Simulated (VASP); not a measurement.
# AlCo in VASP: further runs

AlCo is run at these levels: PBE; tasks: single point.

Program: VASP 6.6.1. These are calculated values, not measurements. Logs are shortened: lines on timing, memory, paths and dates and some standing lists are left out, and cuts for length are marked.

## (1) The cell of the first run

It takes space group Pm-3m (No. 221, cubic). The conventional cell has a = 2.594 Å, b = 2.594 Å, c = 2.594 Å, α = 90.00°, β = 90.00°, γ = 90.00°. Within 3.0 Å of Al (site symmetry m-3m) lie 8 Co at 2.25 Å and 6 Al at 2.59 Å. Co (site symmetry m-3m) has 8 Al at 2.25 Å and 6 Co at 2.59 Å within 3.0 Å.

## (2) Single point, PBE, collinear spin, ferrimagnetic start (strain -0.080 along x and y, -0.080 along z)

Input file INCAR:

```
SYSTEM = AlCo
PREC     = Accurate       ! precision mode
ENCUT    = 520            ! plane-wave cutoff, eV
EDIFF    = 1E-6           ! SCF threshold, eV
ISMEAR   = 0              ! smearing method
SIGMA    = 0.15           ! smearing width, eV
LREAL    = .False.        ! projectors in reciprocal space
LASPH    = .True.         ! aspherical terms in the spheres
NELM     = 150            ! most SCF steps
ALGO     = Normal         ! electronic algorithm
ISIF     = 2              ! what is computed and relaxed
LWAVE    = .False.        ! write WAVECAR
LCHARG   = .True.         ! write CHGCAR
ISPIN    = 2              ! spin polarisation
MAGMOM   = -0.01 0.16     ! initial moments
LORBIT   = 11             ! projections on sites
LMAXMIX  = 4              ! l up to which the mixer works
GGA      = PE             ! functional
LELF     = .True.         ! ELF
LVHAR    = .True.       
NBANDS   = 17             ! bands
```

Input file KPOINTS:

```
Automatic mesh
0
Gamma
  16 16 16
  0 0 0
```

Input file POSCAR:

```
AlCo
1.0
    2.5938509532      0.0000000000      0.0000000000
    0.0000000000      2.5938509532      0.0000000000
    0.0000000000      0.0000000000      2.5938509532
Al Co
1 1
Direct
    0.0000000000      0.0000000000      0.0000000000
    0.5000000000      0.5000000000      0.5000000000
```

Potentials or basis: VASP PAW PBE potentials, release 64 (Al, Co).

Run with:

```
$ cat potpaw_PBE.64/Al/POTCAR potpaw_PBE.64/Co/POTCAR > POTCAR
$ mpirun -np 1 vasp_std > vasp.out
```

OUTCAR:

```text
SYSTEM = AlCo
   PREC = Accurate
   ENCUT = 520
   EDIFF = 1E-6
   ISMEAR = 0
   LREAL = .False.
   LASPH = .True.
   NELM = 150
   ISIF = 2
   ISPIN = 2
   LORBIT = 11
   GGA = PE

 ion  position               nearest neighbor table
   1  0.000  0.000  0.000-   2 2.25   2 2.25   2 2.25   2 2.25   2 2.25   2 2.25   2 2.25   2 2.25

   2  0.500  0.500  0.500-   1 2.25   1 2.25   1 2.25   1 2.25   1 2.25   1 2.25   1 2.25   1 2.25

  LATTYP: Found a simple cubic cell.
 ALAT       =     2.5938509532

  Lattice vectors:

 A1 = (   2.5938509532,   0.0000000000,   0.0000000000)
 A2 = (   0.0000000000,   2.5938509532,   0.0000000000)
 A3 = (   0.0000000000,   0.0000000000,   2.5938509532)

Analysis of symmetry for initial positions (statically):
=====================================================================
 Subroutine PRICEL returns:
 Original cell was already a primitive cell.

 Routine SETGRP: Setting up the symmetry group for a
 simple cubic supercell.

 Subroutine GETGRP returns: Found 48 space group operations
 (whereof 48 operations were pure point group operations)
 out of a pool of 48 trial point group operations.

The static configuration has the point symmetry O_h .

Analysis of symmetry for dynamics (positions and initial velocities):
=====================================================================
 Subroutine PRICEL returns:
 Original cell was already a primitive cell.

 Routine SETGRP: Setting up the symmetry group for a
 simple cubic supercell.

 Subroutine GETGRP returns: Found 48 space group operations
 (whereof 48 operations were pure point group operations)
 out of a pool of 48 trial point group operations.

The dynamic configuration has the point symmetry O_h .

Analysis of structural, dynamic, and magnetic symmetry:
=====================================================================
 Subroutine PRICEL returns:
 Original cell was already a primitive cell.

 Routine SETGRP: Setting up the symmetry group for a
 simple cubic supercell.

 Subroutine GETGRP returns: Found 48 space group operations
 (whereof 48 operations were pure point group operations)
 out of a pool of 48 trial point group operations.

The overall configuration has the point symmetry O_h .

 Subroutine INISYM returns: Found 48 space group operations
 (whereof 48 operations are pure point group operations),
 and found     1 'primitive' translations

----------------------------------------------------------------------------------------

                                     Primitive cell

  volume of cell :      17.4516

  direct lattice vectors                    reciprocal lattice vectors
     2.593850953  0.000000000  0.000000000     0.385527163  0.000000000  0.000000000
     0.000000000  2.593850953  0.000000000     0.000000000  0.385527163  0.000000000
     0.000000000  0.000000000  2.593850953     0.000000000  0.000000000  0.385527163

  length of vectors
     2.593850953  2.593850953  2.593850953     0.385527163  0.385527163  0.385527163

  position of ions in fractional coordinates (direct lattice)
     0.000000000  0.000000000  0.000000000
     0.500000000  0.500000000  0.500000000

  ion indices of the primitive-cell ions
   primitive index   ion index
                 1           1
                 2           2

----------------------------------------------------------------------------------------

 KPOINTS: Automatic mesh

Automatic generation of k-mesh.
 Grid dimensions read from file:
 generate k-points for:   16   16   16

 Generating k-lattice:

  Cartesian coordinates                     Fractional coordinates (reciprocal lattice)
     0.024095448  0.000000000  0.000000000     0.062500000  0.000000000  0.000000000
     0.000000000  0.024095448  0.000000000     0.000000000  0.062500000  0.000000000
     0.000000000  0.000000000  0.024095448     0.000000000  0.000000000  0.062500000

  Length of vectors
     0.024095448  0.024095448  0.024095448

  Shift w.r.t. Gamma in fractional coordinates (k-lattice)
     0.000000000  0.000000000  0.000000000

 Subroutine IBZKPT returns following result:
 ===========================================

 Found    165 irreducible k-points:

 Following reciprocal coordinates:
            Coordinates               Weight
  0.000000  0.000000  0.000000      1.000000
  0.062500  0.000000  0.000000      6.000000
  0.125000  0.000000  0.000000      6.000000
  0.187500  0.000000  0.000000      6.000000
  0.250000  0.000000  0.000000      6.000000
  0.312500  0.000000  0.000000      6.000000
[... 16 lines left out ...]
  0.437500  0.125000  0.000000     24.000000
  0.500000  0.125000  0.000000     12.000000
 [... further k-points ...]
   k-points           NKPTS =    165   k-points in BZ     NKDIM =    165   number of bands    NBANDS=     17
   number of dos      NEDOS =    301   number of ions     NIONS =      2
   total plane-waves  NPLWV =   8000
   dimension x,y,z NGX =    20 NGY =   20 NGZ =   20
   dimension x,y,z NGXF=    40 NGYF=   40 NGZF=   40
   ions per type =               1   1
   NGX,Y,Z   is equivalent  to a cutoff of  12.82, 12.82, 12.82 a.u.
   NGXF,Y,Z  is equivalent  to a cutoff of  25.64, 25.64, 25.64 a.u.
 SYSTEM =  AlCo
   PREC   = accura    normal or accurate (medium, high low for compatibility)
   ISTART =      0    job   : 0-new  1-cont  2-samecut
   ICHARG =      2    charge: 1-file 2-atom 10-const
   ISPIN  =      2    spin polarized calculation?
   LNONCOLLINEAR =      F non collinear calculations
   LSORBIT =      F    spin-orbit coupling
   LASPH  =      T    aspherical Exc in radial PAW
   ENCUT  =  520.0 eV  38.22 Ry    6.18 a.u.   4.82  4.82  4.82*2*pi/ulx,y,z
   NELM   =    150;   NELMIN=  2; NELMDL= -5     # of ELM steps
   EDIFF  = 0.1E-05   stopping-criterion for ELM
   LREAL  =      F    real-space projection
   EDIFFG = 0.1E-04   stopping-criterion for IOM
   NSW    =      0    number of steps for IOM
   IBRION =     -1    ionic relax: 0-MD 1-quasi-New 2-CG
   NFREE  =      0    steps in history (QN), initial steepest desc. (CG)
   ISIF   =      2    stress and relaxation
   ISYM   =      2    0-nonsym 1-usesym 2-fastsym
   POTIM  = 0.5000    time-step for ionic-motion
   TEBEG  =    0.0;   TEEND  =   0.0 temperature during run
   PSTRESS=    0.0 pullay stress
   NELECT =      12.0000    total number of electrons
   NUPDOWN=      -1.0000    fix difference up-down
   EMIN   =  10.00;   EMAX   =-10.00  energy-range for DOS
   EFERMI =   0.00;   METHOD = LEGACY
   ISMEAR =     0;   SIGMA  =   0.15  broadening in eV -4-tet -1-fermi 0-gaus
   EFERMI_NEDOS =   21; number of points for ismear=-14 and -15
   IALGO  =     38    algorithm
   IMIX   =      4    mixing-type and parameters
     AMIX     =   0.40;   BMIX     =  1.00
     AMIX_MAG =   1.60;   BMIX_MAG =  1.00
  volume/ion in A,a.u.               =       8.73        58.88
  Fermi-wavevector in a.u.,A,eV,Ry     =   1.444964  2.730585 28.407872  2.087920
  Thomas-Fermi vector in A             =   2.563199
   LORBIT       =     11    0 simple, 1 ext, 2 COOP (PROOUT), +10 PAW based schemes
   GGA     = PE    functional components
   LHFCALC =     F    Hartree Fock is set to
   AEXX    =    0.0000 exact exchange contribution
   IVDW    =     0    specifies the selected vdW correction
   LEPSILON=     F    determine dielectric tensor
   LRPA    =     F    only Hartree local field effects (RPA)
 spin polarized calculation
 Gauss-broadening in eV      SIGMA  =   0.15
  energy-cutoff  :      520.00
  volume of cell :       17.45
 maximum number of plane-waves:       484
 NGX is ok and might be reduce to    20
   NGX =  9   NGY =  9   NGZ =  9

 number of electron      12.0000002 magnetization      -0.0009698

 number of electron      12.0000002 magnetization       0.0000500

 Free energy of the ion-electron system (eV)
  ---------------------------------------------------
  ext. energy  EPLUGINS =         0.00000000
  ---------------------------------------------------
  free energy    TOTEN  =       -10.69121004 eV

  energy without entropy =      -10.68605509  energy(sigma->0) =      -10.68863257

 E-fermi :  14.9257     XC(G=0): -13.7168

 val. band max:       14.9224188231   @ k =   0.5000   0.4375   0.1875
 cond. band min:      14.9623015503   @ k =   0.4375   0.4375   0.1250
 fundamental gap:      0.0398827271
 Fermi energy:        14.9257208505

 spin component 1

 k-point     1 :       0.0000    0.0000    0.0000
  band No.  band energies     occupation
      1       1.7854      1.00000
      2      10.3852      1.00000
      3      10.3852      1.00000
      4      13.6519      1.00000
      5      13.6519      1.00000
      6      13.6520      1.00000
[... 9 lines left out ...]
     16      41.5918      0.00000
     17      41.5918      0.00000
[... 441 lines left out ...]
 k-point    24 :       0.5000    0.1250    0.0000
  band No.  band energies     occupation
      1       7.0707      1.00000
      2       7.2631      1.00000
      3      11.3987      1.00000
      4      12.2721      1.00000
      5      12.4338      1.00000
      6      13.6251      1.00000
[... 9 lines left out ...]
     16      38.4710      0.00000
     17      43.9897      0.00000

 [... further k-points ...]

 spin component 2

 k-point     1 :       0.0000    0.0000    0.0000
  band No.  band energies     occupation
      1       1.7854      1.00000
      2      10.3852      1.00000
      3      10.3852      1.00000
      4      13.6522      1.00000
      5      13.6522      1.00000
      6      13.6522      1.00000
[... 9 lines left out ...]
     16      41.5918      0.00000
     17      41.5918      0.00000
[... 441 lines left out ...]
 k-point    24 :       0.5000    0.1250    0.0000
  band No.  band energies     occupation
      1       7.0707      1.00000
      2       7.2631      1.00000
      3      11.3988      1.00000
      4      12.2723      1.00000
      5      12.4340      1.00000
      6      13.6254      1.00000
[... 9 lines left out ...]
     16      38.4711      0.00000
     17      43.9897      0.00000

 [... further k-points ...]

------------------------ aborting loop because EDIFF is reached ----------------------------------------

  FORCE on cell =-STRESS in cart. coord.  units (eV):
  Direction    XX          YY          ZZ          XY          YZ          ZX
  --------------------------------------------------------------------------------------
  -------------------------------------------------------------------------------------
  Total       10.1619018     10.1619018     10.1619018     -0.0000000     -0.0000000      0.0000000
  in kB      932.9331443    932.9331443    932.9331443     -0.0000000     -0.0000000      0.0000000
  external PRESSURE =     932.9331443 kB  Pullay stress =       0.0000000 kB

 VOLUME and BASIS-vectors are now :
 -----------------------------------------------------------------------------
  energy-cutoff  :      520.00
  volume of cell :       17.45
      direct lattice vectors                 reciprocal lattice vectors
     2.593850953  0.000000000  0.000000000     0.385527163  0.000000000  0.000000000
     0.000000000  2.593850953  0.000000000     0.000000000  0.385527163  0.000000000
     0.000000000  0.000000000  2.593850953     0.000000000  0.000000000  0.385527163

 POSITION                                       TOTAL-FORCE (eV/Angst)
 -----------------------------------------------------------------------------------
      0.00000      0.00000      0.00000         0.000000      0.000000      0.000000
      1.29693      1.29693      1.29693         0.000000      0.000000      0.000000
 -----------------------------------------------------------------------------------
    total drift:                               -0.000000      0.000000      0.000000

  FREE ENERGIE OF THE ION-ELECTRON SYSTEM (eV)
  ---------------------------------------------------
  free  energy   TOTEN  =       -10.6912100391 eV

  energy  without entropy=      -10.6860550946  energy(sigma->0) =      -10.68863257

 total charge

# of ion       s       p       d       tot
------------------------------------------
    1        0.449   0.584   0.000   1.034
    2        0.565   0.797   7.776   9.138
--------------------------------------------------
tot          1.015   1.381   7.776  10.172

 magnetization (x)

# of ion       s       p       d       tot
------------------------------------------
    1       -0.000  -0.000   0.000  -0.000
    2       -0.000  -0.000   0.000   0.000
--------------------------------------------------
tot         -0.000  -0.000   0.000   0.000
```

Run time: 2.2 min. Hardware: 1 thread of AMD EPYC 7R13, shared host; peak memory 0.16 GiB.

What came out:

| Quantity | Value |
| --- | --- |
| Free energy | -10.6912 eV |
| Pressure | 93.3 GPa |
| Band gap on the k mesh | zero (filled and empty bands overlap) |
| Net moment | 0.00 μB per cell |
| Valence electrons inside the program's atomic spheres | Al 1.03; Co 9.14 |

Levels at points of the mesh, in eV from the Fermi level:
Spin up:
| k point | band 4 | band 5 | band 6 | band 7 | band 8 | band 9 |
| --- | --- | --- | --- | --- | --- | --- |
| (0.00, 0.00, 0.00) | -1.27 | -1.27 | -1.27 | 7.58 | 7.58 | 7.58 |
| (0.50, 0.00, 0.00) | -2.52 | -2.52 | -1.10 | 0.37 | 8.60 | 12.29 |
| (0.50, 0.50, 0.00) | -3.26 | -2.31 | -2.31 | -0.35 | 3.42 | 5.33 |
| (0.50, 0.50, 0.50) | -0.29 | -0.29 | 2.40 | 2.40 | 2.40 | 7.06 |
Spin down:
```csv
k point,band 3,band 4,band 5,band 6,band 7,band 8,band 9,band 10
"(0.00, 0.00, 0.00)",-4.54,-1.27,-1.27,-1.27,7.58,7.58,7.58,9.96
"(0.50, 0.00, 0.00)",-3.63,-2.52,-2.52,-1.10,0.37,8.60,12.29,12.29
"(0.50, 0.50, 0.00)",-3.26,-3.26,-2.31,-2.31,-0.35,3.42,5.33,16.35
"(0.50, 0.50, 0.50)",-5.50,-0.29,-0.29,2.40,2.40,2.40,7.06,7.07
```

Caveat: the cell differs from its parent crystal (strain -0.080 along x and y, -0.080 along z).

[end of part 1 of 3]
